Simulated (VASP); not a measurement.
# TaN (P-62m) in VASP: settings compared

Aim: see how the results for TaN move with the level of theory and the settings. Levels: PBE+D3(BJ), BLYP. Tasks: relaxation of cell and atoms.

Program: VASP 6.6.1. These are calculated values, not measurements. Logs are shortened: lines on timing, memory, paths and dates and some standing lists are left out, and cuts for length are marked.

## (1) The cell of the first run

Symmetry: P-62m, No. 189, hexagonal system. Conventional cell: a = 5.196 Å, b = 5.196 Å, c = 2.911 Å, α = 90.00°, β = 90.00°, γ = 120.00°. Within 2.7 Å of Ta (site symmetry -62m) lie 3 N at 2.04 Å. Within 3.0 Å of Ta (site symmetry -6) lie 6 N at 2.16 Å and 5 Ta at 2.91 to 3.00 Å. N (site symmetry m2m) has 5 Ta at 2.04 to 2.16 Å and 6 N at 2.77 to 2.91 Å within 3.0 Å.

## (2) Relaxation of cell and atoms, PBE+D3(BJ)

The input, INCAR:

```
  PREC = Accurate
  ENCUT = 600
  EDIFF = 1E-6
  ISMEAR = -1
  SIGMA = 0.05
  LREAL = F
  LASPH = T
  NELM = 100
  ALGO = Normal
  ISIF = 3
  LWAVE = F
  LCHARG = F
  GGA = PE
  IVDW = 12
  IBRION = 2
  NSW = 60
  EDIFFG = -0.01
```

The input, KPOINTS:

```
regular mesh
0
Gamma
  6 6 9
```

The input, POSCAR:

```
TaN
1.0
    5.1960000000      0.0000000000      0.0000000000
   -2.5980000000      4.4998679981      0.0000000000
    0.0000000000      0.0000000000      2.9110000000
Ta N
3 3
Direct
    0.0000000000      0.0000000000      0.0000000000
    0.6666666667      0.3333333333      0.5000000000
    0.3333333333      0.6666666667      0.5000000000
    0.0000000000      0.3928500000      0.0000000000
    0.6071500000      0.6071500000      0.0000000000
    0.3928500000      0.0000000000      0.0000000000
```

Potentials or basis: VASP PAW PBE potentials, release 64 (Ta_pv, N).

Run with:

```
$ cat potpaw_PBE.64/Ta_pv/POTCAR potpaw_PBE.64/N/POTCAR > POTCAR
$ mpirun -np 1 vasp_std > vasp.out
```

OUTCAR:

```text
PREC = Accurate
   ENCUT = 600
   EDIFF = 1E-6
   ISMEAR = -1
   LREAL = F
   LASPH = T
   NELM = 100
   ISIF = 3
   GGA = PE
   IVDW = 12
   IBRION = 2
   NSW = 60
   EDIFFG = -0.01
 IVDW          = 12

 ion  position               nearest neighbor table
   1  0.000  0.000  0.000-   6 2.04   5 2.04   4 2.04   3 3.33   2 3.33   2 3.33   3 3.33   2 3.33
                             2 3.33   3 3.33   3 3.33   2 3.33   2 3.33   3 3.33   3 3.33
   2  0.667  0.333  0.500-   4 2.16   4 2.16   6 2.16   6 2.16   5 2.16   5 2.16   3 3.00   3 3.00
                             3 3.00   1 3.33   1 3.33   1 3.33   1 3.33   1 3.33   1 3.33
   3  0.333  0.667  0.500-   6 2.16   6 2.16   4 2.16   4 2.16   5 2.16   5 2.16   2 3.00   2 3.00
                             2 3.00   1 3.33   1 3.33   1 3.33   1 3.33   1 3.33   1 3.33
   4  0.000  0.393  0.000-   1 2.04   2 2.16   2 2.16   3 2.16   3 2.16
   5  0.607  0.607  0.000-   1 2.04   3 2.16   3 2.16   2 2.16   2 2.16
   6  0.393  0.000  0.000-   1 2.04   3 2.16   3 2.16   2 2.16   2 2.16

  LATTYP: Found a hexagonal cell.
 ALAT       =     5.1960000000
 C/A-ratio  =     0.5602386451

  Lattice vectors:

 A1 = (   5.1960000000,   0.0000000000,   0.0000000000)
 A2 = (  -2.5980000000,   4.4998679981,   0.0000000000)
 A3 = (   0.0000000000,   0.0000000000,   2.9110000000)

Analysis of symmetry for initial positions (statically):
=====================================================================
 Subroutine PRICEL returns:
 Original cell was already a primitive cell.

 Routine SETGRP: Setting up the symmetry group for a
 hexagonal supercell.

 Subroutine GETGRP returns: Found 12 space group operations
 (whereof 12 operations were pure point group operations)
 out of a pool of 24 trial point group operations.

The static configuration has the point symmetry D_3h.

Analysis of symmetry for dynamics (positions and initial velocities):
=====================================================================
 Subroutine PRICEL returns:
 Original cell was already a primitive cell.

 Routine SETGRP: Setting up the symmetry group for a
 hexagonal supercell.

 Subroutine GETGRP returns: Found 12 space group operations
 (whereof 12 operations were pure point group operations)
 out of a pool of 24 trial point group operations.

The dynamic configuration has the point symmetry D_3h.

 Subroutine INISYM returns: Found 12 space group operations
 (whereof 12 operations are pure point group operations),
 and found     1 'primitive' translations

----------------------------------------------------------------------------------------

                                     Primitive cell

  volume of cell :      68.0630

  direct lattice vectors                    reciprocal lattice vectors
     5.196000000  0.000000000  0.000000000     0.192455735  0.111114371  0.000000000
    -2.598000000  4.499867998  0.000000000     0.000000000  0.222228741  0.000000000
     0.000000000  0.000000000  2.911000000     0.000000000  0.000000000  0.343524562

  length of vectors
     5.196000000  5.196000000  2.911000000     0.222228741  0.222228741  0.343524562

  position of ions in fractional coordinates (direct lattice)
     0.000000000  0.000000000  0.000000000
     0.666666667  0.333333333  0.500000000
     0.333333333  0.666666667  0.500000000
     0.000000000  0.392850000  0.000000000
     0.607150000  0.607150000  0.000000000
     0.392850000  0.000000000  0.000000000

  ion indices of the primitive-cell ions
   primitive index   ion index
                 1           1
                 2           2
                 3           3
                 4           4
                 5           5
                 6           6

----------------------------------------------------------------------------------------

 KPOINTS: regular mesh

Automatic generation of k-mesh.
 Grid dimensions read from file:
 generate k-points for:    6    6    9

 Generating k-lattice:

  Cartesian coordinates                     Fractional coordinates (reciprocal lattice)
     0.032075956  0.018519062  0.000000000     0.166666667  0.000000000  0.000000000
     0.000000000  0.037038124  0.000000000     0.000000000  0.166666667  0.000000000
     0.000000000  0.000000000  0.038169396     0.000000000  0.000000000  0.111111111

  Length of vectors
     0.037038124  0.037038124  0.038169396

  Shift w.r.t. Gamma in fractional coordinates (k-lattice)
     0.000000000  0.000000000  0.000000000

 Subroutine IBZKPT returns following result:
 ===========================================

 Found     35 irreducible k-points:

 Following reciprocal coordinates:
            Coordinates               Weight
  0.000000  0.000000  0.000000      1.000000
  0.166667  0.000000  0.000000      6.000000
  0.333333  0.000000  0.000000      6.000000
  0.500000  0.000000  0.000000      3.000000
  0.166667  0.166667  0.000000      6.000000
  0.333333  0.166667  0.000000     12.000000
[... 16 lines left out ...]
  0.166667  0.000000  0.333333     12.000000
  0.333333  0.000000  0.333333     12.000000
 [... further k-points ...]
   k-points           NKPTS =     35   k-points in BZ     NKDIM =     35   number of bands    NBANDS=     28
   number of dos      NEDOS =    301   number of ions     NIONS =      6
   total plane-waves  NPLWV =  42336
   dimension x,y,z NGX =    42 NGY =   42 NGZ =   24
   dimension x,y,z NGXF=    84 NGYF=   84 NGZF=   48
   ions per type =               3   3
   NGX,Y,Z   is equivalent  to a cutoff of  13.44, 13.44, 13.71 a.u.
   NGXF,Y,Z  is equivalent  to a cutoff of  26.88, 26.88, 27.41 a.u.
 SYSTEM =  unknown system
   PREC   = accura    normal or accurate (medium, high low for compatibility)
   ISTART =      0    job   : 0-new  1-cont  2-samecut
   ICHARG =      2    charge: 1-file 2-atom 10-const
   ISPIN  =      1    spin polarized calculation?
   LNONCOLLINEAR =      F non collinear calculations
   LSORBIT =      F    spin-orbit coupling
   LASPH  =      T    aspherical Exc in radial PAW
   ENCUT  =  600.0 eV  44.10 Ry    6.64 a.u.  10.38 10.38  5.81*2*pi/ulx,y,z
   NELM   =    100;   NELMIN=  2; NELMDL= -5     # of ELM steps
   EDIFF  = 0.1E-05   stopping-criterion for ELM
   LREAL  =      F    real-space projection
   EDIFFG = -.1E-01   stopping-criterion for IOM
   NSW    =     60    number of steps for IOM
   IBRION =      2    ionic relax: 0-MD 1-quasi-New 2-CG
   NFREE  =      1    steps in history (QN), initial steepest desc. (CG)
   ISIF   =      3    stress and relaxation
   ISYM   =      2    0-nonsym 1-usesym 2-fastsym
   POTIM  = 0.5000    time-step for ionic-motion
   TEBEG  =    0.0;   TEEND  =   0.0 temperature during run
   PSTRESS=    0.0 pullay stress
   NELECT =      48.0000    total number of electrons
   NUPDOWN=      -1.0000    fix difference up-down
   EMIN   =  10.00;   EMAX   =-10.00  energy-range for DOS
   EFERMI =   0.00;   METHOD = LEGACY
   ISMEAR =    -1;   SIGMA  =   0.05  broadening in eV -4-tet -1-fermi 0-gaus
   EFERMI_NEDOS =   21; number of points for ismear=-14 and -15
   IALGO  =     38    algorithm
   IMIX   =      4    mixing-type and parameters
     AMIX     =   0.40;   BMIX     =  1.00
     AMIX_MAG =   1.60;   BMIX_MAG =  1.00
  volume/ion in A,a.u.               =      11.34        76.55
  Fermi-wavevector in a.u.,A,eV,Ry     =   1.457197  2.753703 28.890916  2.123422
  Thomas-Fermi vector in A             =   2.574026
   LORBIT       =      0    0 simple, 1 ext, 2 COOP (PROOUT), +10 PAW based schemes
   GGA     = PE    functional components
   LHFCALC =     F    Hartree Fock is set to
   AEXX    =    0.0000 exact exchange contribution
   IVDW    =    12    specifies the selected vdW correction
   LEPSILON=     F    determine dielectric tensor
   LRPA    =     F    only Hartree local field effects (RPA)
 conjugate gradient relaxation of ions
 non-spin polarized calculation
  energy-cutoff  :      600.00
  volume of cell :       68.06
 maximum number of plane-waves:      2304
 NGX is ok and might be reduce to    42
   NGX = 21   NGY = 21   NGZ = 11

--------------------------------------- Ionic step        1  -------------------------------------------

 number of electron      48.0000003 magnetization

 Free energy of the ion-electron system (eV)
  ---------------------------------------------------
  ext. energy  EPLUGINS =         0.00000000
  ---------------------------------------------------
  free energy    TOTEN  =       -67.47521989 eV

  energy without entropy =      -67.46863973  energy(sigma->0) =      -67.47192981

------------------------ aborting loop because EDIFF is reached ----------------------------------------

 Edisp (eV)   -2.65007

 E8    (eV) :    -1.2247

  FORCE on cell =-STRESS in cart. coord.  units (eV):
  Direction    XX          YY          ZZ          XY          YZ          ZX
  --------------------------------------------------------------------------------------
  -------------------------------------------------------------------------------------
  Total      -0.25399    -0.25399    -0.65703     0.00000    -0.00000    -0.00000
  in kB      -5.97881    -5.97881   -15.46625     0.00000    -0.00000    -0.00000
  external pressure =       -9.14 kB  Pullay stress =        0.00 kB

 VOLUME and BASIS-vectors are now :
 -----------------------------------------------------------------------------
  energy-cutoff  :      600.00
  volume of cell :       68.06
      direct lattice vectors                 reciprocal lattice vectors
     5.196000000  0.000000000  0.000000000     0.192455735  0.111114371  0.000000000
    -2.598000000  4.499867998  0.000000000     0.000000000  0.222228741  0.000000000
     0.000000000  0.000000000  2.911000000     0.000000000  0.000000000  0.343524562
[... 133 lines left out ...]
 POSITION                                       TOTAL-FORCE (eV/Angst)
 -----------------------------------------------------------------------------------
      2.59766      4.49929      2.90387         0.000000     -0.000000     -0.000000
      2.59766      1.49976      1.45193         0.000000     -0.000000     -0.000000
     -0.00000      2.99952      1.45193         0.000000      0.000000     -0.000000
     -1.02174      1.76971      2.90387         0.003479     -0.006026     -0.000000
      1.57592      2.72957      0.00000         0.003479      0.006026      0.000000
     -0.55417      4.49929      0.00000        -0.006958      0.000000      0.000000
 -----------------------------------------------------------------------------------
    total drift:                               -0.000000     -0.000000     -0.000000

  FREE ENERGIE OF THE ION-ELECTRON SYSTEM (eV)
  ---------------------------------------------------
  free  energy   TOTEN  =       -70.1262191763 eV

  energy  without entropy=      -70.1195428337  energy(sigma->0) =      -70.12288101

--------------------------------------- Ionic step        5  -------------------------------------------

 number of electron      48.0000002 magnetization

 Free energy of the ion-electron system (eV)
  ---------------------------------------------------
  ext. energy  EPLUGINS =         0.00000000
  ---------------------------------------------------
  free energy    TOTEN  =       -67.46813424 eV

  energy without entropy =      -67.46147411  energy(sigma->0) =      -67.46480418

 E-fermi :   8.3483     XC(G=0): -13.0208

 val. band max:        8.3417179672   @ k =   0.1667   0.0000   0.3333
 cond. band min:       8.3634706986   @ k =   0.1667   0.0000   0.2222
 fundamental gap:      0.0217527315
 Fermi energy:         8.3482634034

 k-point     1 :       0.0000    0.0000    0.0000
  band No.  band energies     occupation
      1     -27.8735      2.00000
      2     -27.8735      2.00000
      3     -27.5183      2.00000
      4     -27.5183      2.00000
      5     -27.3374      2.00000
      6     -27.2298      2.00000
[... 20 lines left out ...]
     27       8.9865      0.00001
[... 691 lines left out ...]
      6     -27.3514      2.00000
[... 20 lines left out ...]
     27      10.5284      0.00000
     28      10.6967      0.00000

 [... further k-points ...]

------------------------ aborting loop because EDIFF is reached ----------------------------------------

 Edisp (eV)   -2.65811

 E8    (eV) :    -1.2284

  FORCE on cell =-STRESS in cart. coord.  units (eV):
  Direction    XX          YY          ZZ          XY          YZ          ZX
  --------------------------------------------------------------------------------------
  -------------------------------------------------------------------------------------
  Total      -0.01136    -0.01136     0.03623     0.00000    -0.00000     0.00000
  in kB      -0.26817    -0.26817     0.85531     0.00000    -0.00000     0.00000
  external pressure =        0.11 kB  Pullay stress =        0.00 kB

 VOLUME and BASIS-vectors are now :
 -----------------------------------------------------------------------------
  energy-cutoff  :      600.00
  volume of cell :       67.87
      direct lattice vectors                 reciprocal lattice vectors
     5.194312318  0.000000000 -0.000000000     0.192518266  0.111150473  0.000000000
    -2.597156159  4.498406423  0.000000000     0.000000000  0.222300945  0.000000000
     0.000000000 -0.000000000  2.904457017     0.000000000 -0.000000000  0.344298433

 POSITION                                       TOTAL-FORCE (eV/Angst)
 -----------------------------------------------------------------------------------
      0.00000      0.00000      0.00000         0.000000      0.000000     -0.000000
      2.59716      1.49947      1.45223         0.000000      0.000000     -0.000000
     -0.00000      2.99894      1.45223         0.000000      0.000000     -0.000000
     -1.02125      1.76886      0.00000        -0.003941      0.006825      0.000000
      1.57590      2.72954      0.00000        -0.003941     -0.006825     -0.000000
      2.04251     -0.00000      2.90446         0.007881      0.000000     -0.000000
 -----------------------------------------------------------------------------------
    total drift:                               -0.000000     -0.000001     -0.000000

  FREE ENERGIE OF THE ION-ELECTRON SYSTEM (eV)
  ---------------------------------------------------
  free  energy   TOTEN  =       -70.1262465727 eV

  energy  without entropy=      -70.1195864483  energy(sigma->0) =      -70.12291651

 reached required accuracy - stopping structural energy minimisation
```

Wall time 4.9 min (1 thread of Intel Xeon 8259CL, shared host); peak memory 0.26 GiB.

What came out:

| Quantity | Value |
| --- | --- |
| Free energy | -70.1262 eV |
| Relaxed volume | 11.31 Å³/atom |
| Relaxed cell | a = 5.194 Å, b = 5.194 Å, c = 2.904 Å, α = 90.00°, β = 90.00°, γ = 120.00° |
| Space group after relaxing (to 0.1 Å) | P-62m (No. 189) |
| Energy gained by relaxing | 0.2 meV/atom |
| Ionic steps | 5 |
| Pressure after relaxing | 0.0 GPa |
| Largest force after relaxing | 0.008 eV/Å |
| Band gap on the k mesh | zero (bands 24 and 25 overlap by 3.11 eV) |
| Dispersion energy per atom | -0.443 eV |

Forces in eV/Å, atoms in the order of the input:
```
Ta   0.000  0.000  0.000
Ta   0.000  0.000  0.000
Ta   0.000  0.000  0.000
N   -0.004  0.007  0.000
N   -0.004 -0.007  0.000
N    0.008  0.000  0.000
```

Stress tensor (GPa, compression positive):
```
-0.03  0.00  0.00
 0.00 -0.03  0.00
 0.00  0.00  0.09
```

The path:
```
step  energy change (eV)  largest force (eV/Å)  pressure (GPa)  volume (Å³)
   1              0.0000                0.0455           -0.91        68.06
   2              0.0022                0.0208            2.19        67.43
   3             -0.0008                0.0376            0.14        67.84
   4             -0.0009                0.0070           -0.08        67.88
   5             -0.0010                0.0079            0.01        67.87
```

Final structure:
```cif
data_structure
_symmetry_space_group_name_H-M 'P 1'
_symmetry_Int_Tables_number 1
_cell_length_a 5.1943
_cell_length_b 5.1943
_cell_length_c 2.9045
_cell_angle_alpha 90.000
_cell_angle_beta 90.000
_cell_angle_gamma 120.000
_cell_volume 67.87
loop_
_atom_site_label
_atom_site_type_symbol
_atom_site_fract_x
_atom_site_fract_y
_atom_site_fract_z
_atom_site_occupancy
Ta1 Ta 0.00000 0.00000 0.00000 1
Ta2 Ta 0.66667 0.33333 0.50000 1
Ta3 Ta 0.33333 0.66667 0.50000 1
N1 N 0.00000 0.39322 0.00000 1
N2 N 0.60678 0.60678 0.00000 1
N3 N 0.39322 0.00000 0.00000 1
```

Levels at points of the mesh, in eV from the Fermi level:
| k point | band 21 | band 22 | band 23 | band 24 | band 25 | band 26 | band 27 | band 28 |
| --- | --- | --- | --- | --- | --- | --- | --- | --- |
| (0.00, 0.00, 0.00) | -4.24 | -3.31 | -1.91 | -0.90 | -0.90 | 0.64 | 0.64 | 1.84 |
| (0.50, 0.00, 0.00) | -3.90 | -3.87 | -2.83 | -2.61 | 1.25 | 1.85 | 1.95 | 2.46 |

Caveat: spin-orbit coupling is left out, which moves the levels of the heavy elements.

(Continued in part 2 of 2.)
